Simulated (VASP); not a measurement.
Al:

```xyz
4
Lattice="2.8825 0.0000 0.0000 -1.4413 2.4963 0.0000 0.0000 0.0000 9.3662" Properties=species:S:1:pos:R:3 pbc="T T T"
Al    1.4413    0.8321    7.0246
Al    0.0000    0.0000    4.6831
Al    0.0000    1.6642    2.3415
Al    0.0000    0.0000    0.0000
```

This isn't the form of Al at room conditions, which is fcc.

Base run:

- Program: VASP 6.6.1
- Functional: r2SCAN
- Potentials or basis: VASP PAW PBE potentials, release 64 (Al)
- Cutoff: 520 eV
- k mesh: 11 × 11 × 3
- Occupations: fermi-dirac, width 0.05 eV
- Spin: no spin polarisation

Its results: band gap on the k mesh zero (bands 6 and 7 overlap by 6.10 eV); pressure -4.5 GPa.

Q: The run is repeated on the same cell with these changes: functional from r2SCAN to PBE. What comes out?

A: Band gap on the k mesh zero (bands 6 and 7 overlap by 5.78 eV); pressure -1.2 GPa.

Caveats: the cell stands under tension (at least some runs); the PAW data sets were made with another functional, which shifts forces and pressure a little (at least some runs).
